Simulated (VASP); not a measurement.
Write the native input for VASP 6.6.1 that does the following.

```yaml
Task: relaxation of cell and atoms
Functional: PBE
Potentials_or_basis: VASP PAW PBE potentials, release 64 (Ba_sv, O)
Cutoff: 600 eV
k_mesh: 6 × 6 × 6
Occupations: gaussian, width 0.1 eV
Spin: no spin polarisation
Dipole_correction: no
Further_INCAR_settings: ALGO = Normal; EDIFF = 1e-06; IBRION = 2; EDIFFG = -0.01; NSW = 100; ISIF = 3
```

The structure of Ba7O lies in POSCAR:

```
Ba7O
1.0
    0.0000000000      5.9386584558      5.9386584558
    5.9386584558      0.0000000000      5.9386584558
    5.9386584558      5.9386584558      0.0000000000
Ba O
7 1
Direct
    0.5000000000      0.0000000000      0.5000000000
    0.5000000000      0.5000000000      0.0000000000
    0.0000000000      0.5000000000      0.5000000000
    0.5000000000      0.5000000000      0.5000000000
    0.0000000000      0.5000000000      0.0000000000
    0.0000000000      0.0000000000      0.5000000000
    0.5000000000      0.0000000000      0.0000000000
    0.0000000000      0.0000000000      0.0000000000
```

The cell was built from a structure type or drawn by symmetry, and may not be a known phase.

These files were run (other wordings do the same):

INCAR

```
PREC = Accurate
ENCUT = 600
EDIFF = 1E-6
ISMEAR = 0
SIGMA = 0.1
LREAL = False
LASPH = True
NELM = 80
ALGO = Normal
ISIF = 3
LWAVE = False
LCHARG = False
GGA = PE
IBRION = 2
NSW = 100
EDIFFG = -0.01
```

KPOINTS

```
regular mesh
0
Gamma
  6 6 6
```

Potentials or basis: VASP PAW PBE potentials, release 64 (Ba_sv, O).

Command:

```bash
$ cat potpaw_PBE.64/Ba_sv/POTCAR potpaw_PBE.64/O/POTCAR > POTCAR
$ mpirun -np 1 vasp_std > vasp.out
```

Results of the run:

- Relaxed volume: 53.30 Å³/atom
- Relaxed cell: a = 8.448 Å, b = 8.448 Å, c = 8.448 Å, α = 60.00°, β = 60.00°, γ = 60.00°
- Space group after relaxing (to 0.1 Å): Fm-3m (No. 225)
- Energy gained by relaxing: 0.4 meV/atom
- Ionic steps: 5
- Pressure after relaxing: 0.0 GPa
- Band gap on the k mesh: zero (bands 38 and 39 overlap by 0.89 eV)

Caveat: spin-orbit coupling is left out, which moves the levels of the heavy elements.

It took 24 min on 1 thread of AMD EPYC 9R45 96-Core Processor (Zen 5), on a shared host, peak memory 0.88 GiB.
